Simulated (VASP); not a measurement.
Runs of VASP 6.6.1 on Hf2C. The structure is that of space group P-6m2 (No. 187), or close to it. The cells are those of the table. 

| task | cell | k mesh | cutoff (eV) | gap on the mesh (eV) | pressure (GPa) | relaxed volume (Å³/atom) | largest force (eV/Å) |
| --- | --- | --- | --- | --- | --- | --- | --- |
| single point | a = 3.205, b = 3.205, c = 5.693 Å, angles 90.0, 90.0, 120.0°, 3 atoms | 18 × 18 × 8 | 520 | none | -0.7 | - | (b) |
| relaxation of cell and atoms | relaxed from a = 3.209, b = 3.209, c = 5.654 Å, angles 90.0, 90.0, 120.0°, 3 atoms | 18 × 18 × 8 | 600 | none | 0.0 | (a) | 0.01 |
| single point | a = 3.376, b = 3.376, c = 5.232 Å, angles 90.0, 90.0, 120.0°, 3 atoms | 6 × 6 × 4 | 520 | none | -2.2 | - | 0.61 |
| relaxation of cell and atoms | relaxed from a = 3.376, b = 3.376, c = 5.232 Å, angles 90.0, 90.0, 120.0°, 3 atoms | 6 × 6 × 4 | 600 | none | 0.0 | 16.74 | - |
| single point | a = 3.209, b = 3.209, c = 5.654 Å, angles 90.0, 90.0, 120.0°, 3 atoms | 6 × 6 × 4 | 520 | none | -0.7 | - | 0.11 |

Alike in all rows: level PBE; potentials or basis VASP PAW PBE potentials, release 64 (Hf_pv, C); no spin polarisation; smearing gaussian 0.1 eV.

Q: Estimate the missing entries.

A: (a) 16.81; (b) 0.08.

Caveats: some runs use coarse meshes; spin-orbit coupling is left out, which moves the levels of the heavy elements.

A k mesh can miss the band edges, and the runs leave out spin-orbit coupling on Hf.

A gap of «none» marks levels without a gap at the run's occupations.
